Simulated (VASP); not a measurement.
Input of a VASP 6.6.1 run:

Contents of POSCAR:

```
ZnO
1.0
    2.6454779545      0.0000000000      0.0000000000
    0.0000000000      2.6454779545      0.0000000000
    0.0000000000      0.0000000000      2.6454779545
Zn O
1 1
Direct
    0.0000000000      0.0000000000      0.0000000000
    0.5000000000      0.5000000000      0.5000000000
```

The input INCAR.step1:

```
SYSTEM = ZnO
PREC     = Accurate       ! precision mode
ENCUT    = 520            ! plane-wave cutoff, eV
EDIFF    = 1E-5           ! SCF threshold, eV
ISMEAR   = -1             ! smearing method
SIGMA    = 0.05           ! smearing width, eV
LREAL    = .FALSE.        ! projectors in reciprocal space
LASPH    = .TRUE.         ! aspherical terms in the spheres
NELM     = 80             ! most SCF steps
ALGO     = Normal         ! electronic algorithm
ISIF     = 2              ! what is computed and relaxed
LWAVE    = .TRUE.         ! write WAVECAR
LCHARG   = .FALSE.        ! write CHGCAR
GGA      = PE             ! functional
NBANDS   = 16             ! bands
```

Contents of INCAR.step2:

```
SYSTEM = ZnO
PREC     = Accurate       ! precision mode
ENCUT    = 520            ! plane-wave cutoff, eV
EDIFF    = 1E-6           ! SCF threshold, eV
ISMEAR   = -1             ! smearing method
SIGMA    = 0.05           ! smearing width, eV
LREAL    = .FALSE.        ! projectors in reciprocal space
LASPH    = .TRUE.         ! aspherical terms in the spheres
NELM     = 80             ! most SCF steps
ALGO     = Normal         ! electronic algorithm
ISIF     = 2              ! what is computed and relaxed
LWAVE    = .FALSE.        ! write WAVECAR
LCHARG   = .FALSE.        ! write CHGCAR
GGA      = PE             ! functional
LHFCALC  = .TRUE.         ! exact exchange
AEXX     = 0.25           ! exact-exchange fraction
PRECFOCK = Normal       
ISTART   = 1            
NBANDS   = 16             ! bands
```

The input KPOINTS:

```
regular mesh
0
G
  5 5 5
  0 0 0
```

Potentials or basis: VASP PAW PBE potentials, release 64 (Zn, O).

Run with:

```bash
$ cat potpaw_PBE.64/Zn/POTCAR potpaw_PBE.64/O/POTCAR > POTCAR
$ cp INCAR.step1 INCAR
$ mpirun -np 1 vasp_std > vasp.out
$ cp INCAR.step2 INCAR
$ mpirun -np 1 vasp_std > vasp.out
```

Question: What does it give for the pressure?

Answer: 1.0 GPa.

Question: Estimate the band gap on the k mesh.

Answer: 1.69 eV (least direct gap 2.88 eV).

Caveat: the k points lie up to 0.48 Å⁻¹ apart; the PAW data sets were made with another functional, which shifts forces and pressure a little; an odd mesh through Γ misses points on the zone boundary, where band edges can lie.
